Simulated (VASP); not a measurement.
Crystal: HfSn3O8.

```
CELL_PARAMETERS angstrom
3.29602 0.00000 0.00000
0.00000 6.59204 0.00000
0.00000 0.00000 4.79102
ATOMIC_POSITIONS crystal
Sn 0.50000 0.25000 0.50000
Sn 0.00000 0.00000 0.00000
Sn 0.50000 0.75000 0.50000
O 0.50000 0.00000 0.30279
O 0.00000 0.25000 0.19721
O 0.00000 0.25000 0.69721
O 0.50000 0.00000 0.80279
O 0.50000 0.50000 0.30279
O 0.00000 0.75000 0.19721
O 0.00000 0.75000 0.69721
O 0.50000 0.50000 0.80279
Hf 0.00000 0.50000 0.00000
```

* Program: VASP 6.6.1
* Task: relaxation of cell and atoms
* Functional: PBE
* Potentials or basis: VASP PAW PBE potentials, release 64 (Sn_d, O, Hf_pv)
* Cutoff: 600 eV
* k mesh: 8 × 4 × 6
* Occupations: fermi-dirac, width 0.02 eV
* Spin: no spin polarisation

At the start: pressure 106.5 GPa; volume 8.67 Å³/atom.

Where does the relaxation end?

Over 41 steps the energy falls by 740.7 meV/atom and the volume is 11.76 Å³/atom (+35.6 %); space group Pmm2 (No. 25, to 0.1 Å) before and after.

Step by step:
| step | energy change (eV) | largest force (eV/Å) | pressure (GPa) | volume (Å³) |
| --- | --- | --- | --- | --- |
| 1 | 0.0000 | 1.3037 | 106.51 | 104.10 |
| 3 | -8.4297 | 1.1275 | -7.19 | 142.32 |
| 5 | -8.5654 | 0.9347 | 0.41 | 136.77 |
| 7 | -8.6696 | 0.5506 | -0.75 | 138.17 |
| 9 | -8.7890 | 0.6008 | 0.53 | 138.71 |
| 11 | -8.8767 | 0.2769 | -0.50 | 141.08 |
| 13 | -8.8832 | 0.1789 | 0.10 | 140.93 |
| 15 | -8.8851 | 0.0716 | 0.15 | 140.88 |
| 17 | -8.8863 | 0.0431 | 0.16 | 140.90 |
| 19 | -8.8865 | 0.0944 | -0.46 | 141.42 |
| 21 | -8.8876 | 0.0459 | -0.12 | 141.16 |
| 23 | -8.8885 | 0.0270 | 0.04 | 141.08 |
| 25 | -8.8887 | 0.0176 | -0.03 | 141.13 |
| 27 | -8.8888 | 0.0138 | 0.01 | 141.10 |
| 29 | -8.8888 | 0.0119 | 0.01 | 141.11 |
| 31 | -8.8888 | 0.0074 | -0.02 | 141.12 |
| 33 | -8.8888 | 0.0056 | 0.01 | 141.11 |
| 35 | -8.8888 | 0.0079 | 0.02 | 141.10 |
| 37 | -8.8888 | 0.0086 | 0.01 | 141.10 |
| 39 | -8.8888 | 0.0120 | 0.02 | 141.10 |
| 41 | -8.8888 | 0.0029 | -0.02 | 141.11 |

Final structure:
```
Sn O Hf
1.0
     3.55311    0.00000    0.00000
     0.00000    7.29228    0.00000
     0.00000    0.00000    5.44617
Sn O Hf
3 8 1
Direct
  0.50000 0.25238 0.49531
  0.00000 0.00000 0.01278
  0.50000 0.74762 0.49531
  0.50000 0.00000 0.32377
  0.00000 0.25046 0.17889
  0.00000 0.26175 0.68223
  0.50000 0.00000 0.82171
  0.50000 0.50000 0.31041
  0.00000 0.74954 0.17889
  0.00000 0.73825 0.68223
  0.50000 0.50000 0.82251
  0.00000 0.50000 0.99595
```

Caveat: the volume moved by over 15 % at a fixed basis, so the end points are rough.
